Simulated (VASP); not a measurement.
# WS2 in VASP: further runs, part 2 of 2

VASP 6.6.1. Earlier steps stand in the parts before.

### 4 Single point, r2SCAN (all S atoms moved +0.037 Å, as atom 3 along Cartesian [0 0 1])

POSCAR reads:

```
WS2
1.0
    3.1814117282      0.0000000000      0.0000000000
   -1.5907058641      2.7551833765      0.0000000000
    0.0000000000      0.0000000000     23.6881463475
W S
2 4
Direct
    0.3333333333      0.6666666667      0.6379434935
    0.6666666667      0.3333333333      0.3620565065
    0.3333333333      0.6666666667      0.2978255800
    0.6666666667      0.3333333333      0.5736868926
    0.3333333333      0.6666666667      0.4294792480
    0.6666666667      0.3333333333      0.7053405606
```

INCAR.step1 reads:

```
PREC = Accurate
ENCUT = 520
ISMEAR = 0
SIGMA = 0.05
LREAL = F
LASPH = T
NELM = 60
NBANDS = 35
GGA = PE
ALGO = Normal
EDIFF = 1E-4
LWAVE = T
LCHARG = F
```

INCAR.step2 reads:

```
PREC = Accurate
ENCUT = 520
EDIFF = 1E-6
ISMEAR = 0
SIGMA = 0.05
LREAL = F
LASPH = T
NELM = 60
ALGO = Normal
ISIF = 2
LWAVE = F
LCHARG = F
METAGGA = R2SCAN
LMIXTAU = T
NBANDS = 35
ISTART = 1
```

KPOINTS reads:

```
regular mesh
0
Gamma
  12 12 2
```

Potentials or basis: VASP PAW PBE potentials, release 64 (W_sv, S).

Started as:

```
cat potpaw_PBE.64/W_sv/POTCAR potpaw_PBE.64/S/POTCAR > POTCAR
cp INCAR.step1 INCAR
mpirun -np 1 vasp_std > vasp.out
cp INCAR.step2 INCAR
mpirun -np 1 vasp_std > vasp.out
```

OUTCAR:

```text
PREC = Accurate
   ENCUT = 520
   EDIFF = 1E-6
   ISMEAR = 0
   LREAL = F
   LASPH = T
   NELM = 60
   ISIF = 2
   METAGGA = R2SCAN
   ISTART = 1

 ion  position               nearest neighbor table
   1  0.333  0.667  0.638-   4 2.39   4 2.39   4 2.39   6 2.43   6 2.43   6 2.43
   2  0.667  0.333  0.362-   3 2.39   3 2.39   3 2.39   5 2.43   5 2.43   5 2.43
   3  0.333  0.667  0.298-   2 2.39   2 2.39   2 2.39
   4  0.667  0.333  0.574-   1 2.39   1 2.39   1 2.39
   5  0.333  0.667  0.429-   2 2.43   2 2.43   2 2.43
   6  0.667  0.333  0.705-   1 2.43   1 2.43   1 2.43

  LATTYP: Found a hexagonal cell.
 ALAT       =     3.1814117282
 C/A-ratio  =     7.4457971402

  Lattice vectors:

 A1 = (   3.1814117282,   0.0000000000,   0.0000000000)
 A2 = (  -1.5907058641,   2.7551833765,   0.0000000000)
 A3 = (   0.0000000000,   0.0000000000,  23.6881463475)

Analysis of symmetry for initial positions (statically):
=====================================================================
 Subroutine PRICEL returns:
 Original cell was already a primitive cell.

 Routine SETGRP: Setting up the symmetry group for a
 hexagonal supercell.
[... 172 lines left out ...]
  free energy    TOTEN  =      -140.07552241 eV

  energy without entropy =     -140.07552241  energy(sigma->0) =     -140.07552241

 E-fermi :   1.1319     XC(G=0):  -6.3598

 val. band max:        0.8804099955   @ k =   0.0000   0.0000   0.0000
 cond. band min:       2.4402611274   @ k =   0.3333   0.3333   0.0000
 fundamental gap:      1.5598511319
 Fermi energy:         1.1319058570

 k-point     1 :       0.0000    0.0000    0.0000
  band No.  band energies     occupation
      1     -75.4305      2.00000
      2     -75.3989      2.00000
      3     -39.0191      2.00000
      4     -38.9875      2.00000
      5     -38.8654      2.00000
      6     -38.8654      2.00000
[... 901 lines left out ...]
     34       5.3410      0.00000
     35       7.6173      0.00000

 [... further k-points ...]
[... 5 lines left out ...]
  --------------------------------------------------------------------------------------
  -------------------------------------------------------------------------------------
  Total        0.2548033      0.2548033      0.1424501      0.0000000      0.0000000      0.0000000
  in kB        1.9661387      1.9661387      1.0991876      0.0000000      0.0000000      0.0000000
  external PRESSURE =       1.6771550 kB  Pullay stress =       0.0000000 kB

 VOLUME and BASIS-vectors are now :
 -----------------------------------------------------------------------------
  energy-cutoff  :      520.00
  volume of cell :      207.64
      direct lattice vectors                 reciprocal lattice vectors
     3.181411728  0.000000000  0.000000000     0.314325867  0.181476124  0.000000000
    -1.590705864  2.755183376  0.000000000     0.000000000  0.362952248  0.000000000
     0.000000000  0.000000000 23.688146347     0.000000000  0.000000000  0.042215207

 POSITION                                       TOTAL-FORCE (eV/Angst)
 -----------------------------------------------------------------------------------
     -0.00000      1.83679     15.11170        -0.000000      0.000000      1.253262
      1.59071      0.91839      8.57645         0.000000      0.000000      1.251062
     -0.00000      1.83679      7.05494        -0.000000      0.000000     -0.674597
      1.59071      0.91839     13.58958         0.000000     -0.000000     -0.671479
     -0.00000      1.83679     10.17357         0.000000     -0.000000     -0.577055
      1.59071      0.91839     16.70821         0.000000      0.000000     -0.581193
 -----------------------------------------------------------------------------------
    total drift:                               -0.000000     -0.000000     -0.000393

  FREE ENERGIE OF THE ION-ELECTRON SYSTEM (eV)
  ---------------------------------------------------
  free  energy   TOTEN  =      -140.0755224099 eV

  energy  without entropy=     -140.0755224099  energy(sigma->0) =     -140.07552241
```

It took 40 min on 1 thread of Oxide Virtual Turin-like, shared host; peak memory 0.45 GiB.

Results:

```
Free energy            : -140.0755 eV
Largest force          : 1.253 eV/Å
Band gap on the k mesh : 1.56 eV (least direct gap 1.88 eV)
```

Forces on the atoms (eV/Å):
```
W    0.000  0.000  1.253
W    0.000  0.000  1.251
S    0.000  0.000 -0.675
S    0.000  0.000 -0.671
S    0.000  0.000 -0.577
S    0.000  0.000 -0.581
```

Levels at points of the mesh, in eV from the valence-band top:
| k point | band 23 | band 24 | band 25 | band 26 | band 27 | band 28 | band 29 | band 30 |
| --- | --- | --- | --- | --- | --- | --- | --- | --- |
| (0.00, 0.00, 0.00) | -2.07 | -2.07 | -0.47 | 0.00 | 2.66 | 2.66 | 2.68 | 2.68 |
| (0.50, 0.00, 0.00) | -1.78 | -1.72 | -1.34 | -1.28 | 2.65 | 2.69 | 3.09 | 3.17 |
| (0.00, 0.00, 0.50) | -2.07 | -2.07 | -0.47 | 0.00 | 2.66 | 2.66 | 2.68 | 2.68 |
| (0.50, 0.00, 0.50) | -1.78 | -1.72 | -1.34 | -1.28 | 2.65 | 2.69 | 3.09 | 3.17 |

Caveat: the cell differs from its parent crystal (all S atoms moved +0.037 Å, as atom 3 along Cartesian [0 0 1]); there is no dipole correction, which matters where the two faces differ; the PAW data sets were made with another functional, which shifts forces and pressure a little; spin-orbit coupling is left out, which moves the levels of the heavy elements.

### 5 Single point, r2SCAN (all S atoms moved +0.013 Å, as atom 3 along Cartesian [0 0 1])

POSCAR reads:

```
WS2
1.0
    3.1814117282      0.0000000000      0.0000000000
   -1.5907058641      2.7551833765      0.0000000000
    0.0000000000      0.0000000000     23.6881463475
W S
2 4
Direct
    0.3333333333      0.6666666667      0.6379434935
    0.6666666667      0.3333333333      0.3620565065
    0.3333333333      0.6666666667      0.2967701998
    0.6666666667      0.3333333333      0.5726315124
    0.3333333333      0.6666666667      0.4284238678
    0.6666666667      0.3333333333      0.7042851804
```

INCAR.step1 reads:

```
SYSTEM = WS2
PREC = Accurate ; ENCUT = 520
ISMEAR = 0 ; SIGMA = 0.05
LREAL = .FALSE. ; LASPH = .TRUE.
NELM = 80 ; NBANDS = 35
GGA = PE ; ALGO = Normal
EDIFF = 1E-4 ; LWAVE = .TRUE.
LCHARG = .FALSE.
```

INCAR.step2 reads:

```
SYSTEM = WS2
PREC = Accurate ; ENCUT = 520
EDIFF = 1E-7 ; ISMEAR = 0
SIGMA = 0.05 ; LREAL = .FALSE.
LASPH = .TRUE. ; NELM = 80
ALGO = Normal ; ISIF = 2
LWAVE = .FALSE. ; LCHARG = .FALSE.
METAGGA = R2SCAN ; LMIXTAU = .TRUE.
NBANDS = 35 ; ISTART = 1
```

KPOINTS reads:

```
regular mesh
0
G
  12 12 2
  0 0 0
```

Potentials or basis: VASP PAW PBE potentials, release 64 (W_sv, S).

Started as:

```
cat potpaw_PBE.64/W_sv/POTCAR potpaw_PBE.64/S/POTCAR > POTCAR
cp INCAR.step1 INCAR
mpirun -np 1 vasp_std > vasp.out
cp INCAR.step2 INCAR
mpirun -np 1 vasp_std > vasp.out
```

OUTCAR:

```text
SYSTEM = WS2
   PREC = Accurate
   ENCUT = 520
   EDIFF = 1E-7
   ISMEAR = 0
   LREAL = .FALSE.
   LASPH = .TRUE.
   NELM = 80
   ISIF = 2
   METAGGA = R2SCAN
   ISTART = 1

 ion  position               nearest neighbor table
   1  0.333  0.667  0.638-   4 2.40   4 2.40   4 2.40   6 2.42   6 2.42   6 2.42
   2  0.667  0.333  0.362-   3 2.40   3 2.40   3 2.40   5 2.42   5 2.42   5 2.42
   3  0.333  0.667  0.297-   2 2.40   2 2.40   2 2.40
   4  0.667  0.333  0.573-   1 2.40   1 2.40   1 2.40
   5  0.333  0.667  0.428-   2 2.42   2 2.42   2 2.42
   6  0.667  0.333  0.704-   1 2.42   1 2.42   1 2.42

  LATTYP: Found a hexagonal cell.
 ALAT       =     3.1814117282
 C/A-ratio  =     7.4457971402

  Lattice vectors:

 A1 = (   3.1814117282,   0.0000000000,   0.0000000000)
 A2 = (  -1.5907058641,   2.7551833765,   0.0000000000)
 A3 = (   0.0000000000,   0.0000000000,  23.6881463475)

Analysis of symmetry for initial positions (statically):
=====================================================================
 Subroutine PRICEL returns:
 Original cell was already a primitive cell.

 Routine SETGRP: Setting up the symmetry group for a
 hexagonal supercell.

 Subroutine GETGRP returns: Found  6 space group operations
 (whereof  6 operations were pure point group operations)
 out of a pool of 24 trial point group operations.

The static configuration has the point symmetry C_3v.

Analysis of symmetry for dynamics (positions and initial velocities):
=====================================================================
 Subroutine PRICEL returns:
 Original cell was already a primitive cell.

 Routine SETGRP: Setting up the symmetry group for a
 hexagonal supercell.

 Subroutine GETGRP returns: Found  6 space group operations
 (whereof  6 operations were pure point group operations)
 out of a pool of 24 trial point group operations.

The dynamic configuration has the point symmetry C_3v.

 Subroutine INISYM returns: Found  6 space group operations
 (whereof  6 operations are pure point group operations),
 and found     1 'primitive' translations

----------------------------------------------------------------------------------------

                                     Primitive cell

  volume of cell :     207.6354

  direct lattice vectors                    reciprocal lattice vectors
     3.181411728  0.000000000  0.000000000     0.314325867  0.181476124  0.000000000
    -1.590705864  2.755183376  0.000000000     0.000000000  0.362952248  0.000000000
     0.000000000  0.000000000 23.688146347     0.000000000  0.000000000  0.042215207

  length of vectors
     3.181411728  3.181411728 23.688146347     0.362952248  0.362952248  0.042215207

  position of ions in fractional coordinates (direct lattice)
     0.333333333  0.666666667  0.637943494
     0.666666667  0.333333333  0.362056506
     0.333333333  0.666666667  0.296770200
     0.666666667  0.333333333  0.572631512
     0.333333333  0.666666667  0.428423868
     0.666666667  0.333333333  0.704285180

[... 32 lines left out ...]

 Found     38 irreducible k-points:

 Following reciprocal coordinates:
            Coordinates               Weight
  0.000000  0.000000  0.000000      1.000000
  0.083333  0.000000  0.000000      6.000000
  0.166667  0.000000  0.000000      6.000000
  0.250000  0.000000  0.000000      6.000000
  0.333333  0.000000  0.000000      6.000000
  0.416667  0.000000  0.000000      6.000000
[... 16 lines left out ...]
  0.250000  0.000000  0.500000      6.000000
  0.333333  0.000000  0.500000      6.000000
 [... further k-points ...]
   k-points           NKPTS =     38   k-points in BZ     NKDIM =     38   number of bands    NBANDS=     35
   number of dos      NEDOS =    301   number of ions     NIONS =      6
   total plane-waves  NPLWV = 103680
   dimension x,y,z NGX =    24 NGY =   24 NGZ =  180
   dimension x,y,z NGXF=    48 NGYF=   48 NGZF=  360
   ions per type =               2   4
   NGX,Y,Z   is equivalent  to a cutoff of  12.54, 12.54, 12.63 a.u.
   NGXF,Y,Z  is equivalent  to a cutoff of  25.08, 25.08, 25.27 a.u.
 SYSTEM =  WS2
   PREC   = accura    normal or accurate (medium, high low for compatibility)
   ISTART =      1    job   : 0-new  1-cont  2-samecut
   ICHARG =      0    charge: 1-file 2-atom 10-const
   ISPIN  =      1    spin polarized calculation?
   LNONCOLLINEAR =      F non collinear calculations
   LSORBIT =      F    spin-orbit coupling
   LASPH  =      T    aspherical Exc in radial PAW
   ENCUT  =  520.0 eV  38.22 Ry    6.18 a.u.   5.92  5.92 44.04*2*pi/ulx,y,z
   NELM   =     80;   NELMIN=  2; NELMDL=  0     # of ELM steps
   EDIFF  = 0.1E-06   stopping-criterion for ELM
   LREAL  =      F    real-space projection
   EDIFFG = 0.1E-05   stopping-criterion for IOM
   NSW    =      0    number of steps for IOM
   IBRION =     -1    ionic relax: 0-MD 1-quasi-New 2-CG
   NFREE  =      0    steps in history (QN), initial steepest desc. (CG)
   ISIF   =      2    stress and relaxation
   ISYM   =      2    0-nonsym 1-usesym 2-fastsym
   POTIM  = 0.5000    time-step for ionic-motion
   TEBEG  =    0.0;   TEEND  =   0.0 temperature during run
   PSTRESS=    0.0 pullay stress
   NELECT =      52.0000    total number of electrons
   NUPDOWN=      -1.0000    fix difference up-down
   EMIN   =  10.00;   EMAX   =-10.00  energy-range for DOS
   EFERMI =   0.00;   METHOD = LEGACY
   ISMEAR =     0;   SIGMA  =   0.05  broadening in eV -4-tet -1-fermi 0-gaus
   EFERMI_NEDOS =   21; number of points for ismear=-14 and -15
   IALGO  =     38    algorithm
   IMIX   =      4    mixing-type and parameters
     AMIX     =   0.40;   BMIX     =  1.00
     AMIX_MAG =   1.60;   BMIX_MAG =  1.00
  volume/ion in A,a.u.               =      34.61       233.53
  Fermi-wavevector in a.u.,A,eV,Ry     =   1.031911  1.950029 14.488024  1.064840
  Thomas-Fermi vector in A             =   2.166082
   LORBIT       =      0    0 simple, 1 ext, 2 COOP (PROOUT), +10 PAW based schemes
   METAGGA = R2SCAN    functional components
   LHFCALC =     F    Hartree Fock is set to
   AEXX    =    0.0000 exact exchange contribution
   IVDW    =     0    specifies the selected vdW correction
   LEPSILON=     F    determine dielectric tensor
   LRPA    =     F    only Hartree local field effects (RPA)
 non-spin polarized calculation
 Gauss-broadening in eV      SIGMA  =   0.05
  energy-cutoff  :      520.00
  volume of cell :      207.64
 maximum number of plane-waves:      5630
 NGX is ok and might be reduce to    24
   NGX = 11   NGY = 11   NGZ = 89

 number of electron      52.0000000 magnetization

 Free energy of the ion-electron system (eV)
  ---------------------------------------------------
  ext. energy  EPLUGINS =         0.00000000
  ---------------------------------------------------
  free energy    TOTEN  =      -140.11725234 eV

  energy without entropy =     -140.11725234  energy(sigma->0) =     -140.11725234

 E-fermi :   1.1364     XC(G=0):  -6.3594

 val. band max:        0.8661508251   @ k =   0.0000   0.0000   0.0000
 cond. band min:       2.4588974255   @ k =   0.3333   0.3333   0.0000
 fundamental gap:      1.5927466004
 Fermi energy:         1.1363989069

 k-point     1 :       0.0000    0.0000    0.0000
  band No.  band energies     occupation
      1     -75.4196      2.00000
      2     -75.4090      2.00000
      3     -39.0075      2.00000
      4     -38.9969      2.00000
      5     -38.8536      2.00000
      6     -38.8536      2.00000
[... 901 lines left out ...]
     34       5.3315      0.00000
     35       7.6184      0.00000

 [... further k-points ...]

------------------------ aborting loop because EDIFF is reached ----------------------------------------

  FORCE on cell =-STRESS in cart. coord.  units (eV):
  Direction    XX          YY          ZZ          XY          YZ          ZX
  --------------------------------------------------------------------------------------
  -------------------------------------------------------------------------------------
  Total        0.1580169      0.1580169      0.0878734     -0.0000000      0.0000000      0.0000000
  in kB        1.2193061      1.2193061      0.6780575     -0.0000000      0.0000000      0.0000000
  external PRESSURE =       1.0388899 kB  Pullay stress =       0.0000000 kB

 VOLUME and BASIS-vectors are now :
 -----------------------------------------------------------------------------
  energy-cutoff  :      520.00
  volume of cell :      207.64
      direct lattice vectors                 reciprocal lattice vectors
     3.181411728  0.000000000  0.000000000     0.314325867  0.181476124  0.000000000
    -1.590705864  2.755183376  0.000000000     0.000000000  0.362952248  0.000000000
     0.000000000  0.000000000 23.688146347     0.000000000  0.000000000  0.042215207

 POSITION                                       TOTAL-FORCE (eV/Angst)
 -----------------------------------------------------------------------------------
     -0.00000      1.83679     15.11170         0.000000      0.000000      0.418702
      1.59071      0.91839      8.57645         0.000000      0.000000      0.416102
     -0.00000      1.83679      7.02994        -0.000000      0.000000     -0.232745
      1.59071      0.91839     13.56458         0.000000     -0.000000     -0.233203
     -0.00000      1.83679     10.14857        -0.000000      0.000000     -0.184022
      1.59071      0.91839     16.68321        -0.000000      0.000000     -0.184834
 -----------------------------------------------------------------------------------
    total drift:                                0.000001      0.000002      0.001701

  FREE ENERGIE OF THE ION-ELECTRON SYSTEM (eV)
  ---------------------------------------------------
  free  energy   TOTEN  =      -140.1172523377 eV

  energy  without entropy=     -140.1172523377  energy(sigma->0) =     -140.11725234
```

It took 45 min on 1 thread of Oxide Virtual Turin-like, shared host; peak memory 0.46 GiB.

Results:

| Item | Value |
| --- | --- |
| Free energy | -140.1173 eV |
| Largest force | 0.419 eV/Å |
| Band gap on the k mesh | 1.59 eV (least direct gap 1.90 eV) |

Forces on the atoms (eV/Å):
```
W    0.000  0.000  0.419
W    0.000  0.000  0.416
S    0.000  0.000 -0.233
S    0.000  0.000 -0.233
S    0.000  0.000 -0.184
S    0.000  0.000 -0.185
```

Caveat: the cell differs from its parent crystal (all S atoms moved +0.013 Å, as atom 3 along Cartesian [0 0 1]); there is no dipole correction, which matters where the two faces differ; the PAW data sets were made with another functional, which shifts forces and pressure a little; spin-orbit coupling is left out, which moves the levels of the heavy elements.

### 6 The runs side by side

```tsv
cell	gap on the mesh (eV)	largest force (eV/Å)
as given, atomic positions A	1.43	2.91
as given, atomic positions B	1.50	2.08
as given, atomic positions C	1.56	1.25
as given, atomic positions D	1.59	0.42
```

Alike in all rows: task single point; level r2SCAN; potentials or basis VASP PAW PBE potentials, release 64 (W_sv, S); no spin polarisation; k mesh 12 × 12 × 2; cutoff (eV) 520; smearing gaussian 0.05 eV.

Caveats: there is no dipole correction, which matters where the two faces differ; the PAW data sets were made with another functional, which shifts forces and pressure a little; spin-orbit coupling is left out, which moves the levels of the heavy elements.

Total energies depend on the potentials used, so only differences within one code and one set of settings carry meaning.
